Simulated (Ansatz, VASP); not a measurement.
Si: VASP beside Ansatz

INCAR

```
PREC     = Accurate       # precision mode
ENCUT    = 520            # plane-wave cutoff, eV
EDIFF    = 1E-6           # SCF threshold, eV
ISMEAR   = 0              # smearing method
SIGMA    = 0.15           # smearing width, eV
LREAL    = F              # projectors in reciprocal space
LASPH    = T              # aspherical terms in the spheres
NELM     = 60             # most SCF steps
ALGO     = Normal         # electronic algorithm
ISIF     = 2              # what is computed and relaxed
LWAVE    = F              # write WAVECAR
LCHARG   = T              # write CHGCAR
GGA      = CA             # functional
LELF     = T              # ELF
LVHAR    = T            
NBANDS   = 11             # bands
```

Contents of KPOINTS:

```
Automatic mesh
0
Gamma
  24 24 14
```

POSCAR

```
Si
1.0
   -1.6356629409     -1.6356629409      1.3048122898
   -1.6356629409      1.6356629409      1.3048122898
   -3.2713258818      0.0000000000     -2.6096245796
Si
2
Direct
    0.5115245507      0.5115245507      0.5015016495
   -0.0115245507     -0.0115245507     -0.0015016495
```

Input for Ansatz:

```yaml
crystal:
  lattice:
    - [-1.6356629409, -1.6356629409, 1.3048122898]
    - [-1.6356629409, 1.6356629409, 1.3048122898]
    - [-3.2713258818, 0.0, -2.6096245796]
  atoms:
    - { symbol: Si, position: [0.5115245507, 0.5115245507, 0.5015016495] }
    - { symbol: Si, position: [-0.0115245507, -0.0115245507, -0.0015016495] }
basis:
  ecutwfc: 420
kpoints:
  mp_grid: { grid: [24, 24, 14] }
hamiltonian:
  xc: lda
scf:
  occupations: { method: gaussian, width: 0.15 }
output:
  forces: true
  stress: true
  eigenvalues: true
```

Change from the starting cell: mode 4 (76.0 1/cm) frozen in, largest displacement +0.050 Å.

Alike in both runs: task single point; functional LDA; k mesh 24 × 24 × 14; occupations gaussian, width 0.15 eV; no spin polarisation.

|  | VASP | Ansatz |
| --- | --- | --- |
| version | VASP 6.6.1 | Ansatz 0.2.0 |
| potentials or method | VASP PAW LDA potentials, release 64 (Si), cutoff 520 eV | scalar-relativistic, plane waves, PAW |
| valence electrons in the cell | 8 | 8 |

Ansatz gave:

- gap on the k mesh at the Fermi level (eV): none
- pressure (GPa): 0.0
- traceless stress, the component that is largest in VASP (GPa): 0.31
- rms of the force components (eV/Å): 0.018

Which values does VASP return?

gap on the k mesh at the Fermi level (eV): none; pressure (GPa): 0.1; traceless stress, the component that is largest in VASP (GPa): 0.29; rms of the force components (eV/Å): 0.017.

LDA's correlation is that of Perdew and Zunger in VASP and of Perdew and Wang (1992) in Ansatz. Atom by atom the forces differ by 0.001 eV/Å (rms over components). A gap of «none» marks a metal or a gap that the smearing closes.
